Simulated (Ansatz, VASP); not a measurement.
**HfC in VASP and in Ansatz**

```
Hf C
1.0
    -0.04650    2.30175    2.30175
     2.30175   -0.04650    2.30175
     2.30175    2.30175   -0.04650
Hf C
1 1
Direct
  0.50000 0.50000 0.50000
  0.00000 0.00000 0.00000
```

Change from the starting cell: equal xy, yz and zx shear strains of -2 %.

Alike in both runs: task single point; functional PBEsol; k mesh 15 × 15 × 15; occupations fermi-dirac, width 0.05 eV; no spin polarisation.

|  | VASP | Ansatz |
| --- | --- | --- |
| version | VASP 6.6.1 | Ansatz 0.2.0 |
| potentials or method | VASP PAW PBE potentials, release 64 (Hf_pv, C), cutoff 520 eV | all-electron LAPW, scalar-relativistic |

Ansatz gave:

| Item | Value |
| --- | --- |
| pressure (GPa) | -6.4 |
| traceless stress, the component that is largest in VASP (GPa) | 3.21 |

Problem. What did VASP give for the same quantities?

Solution. Pressure (GPa): -6.9; traceless stress, the component that is largest in VASP (GPa): 3.22.

VASP's potentials were made for PBE, not for PBEsol. Ansatz ran all-electron here, and VASP with PAW potentials.

Spin-orbit coupling is off throughout.
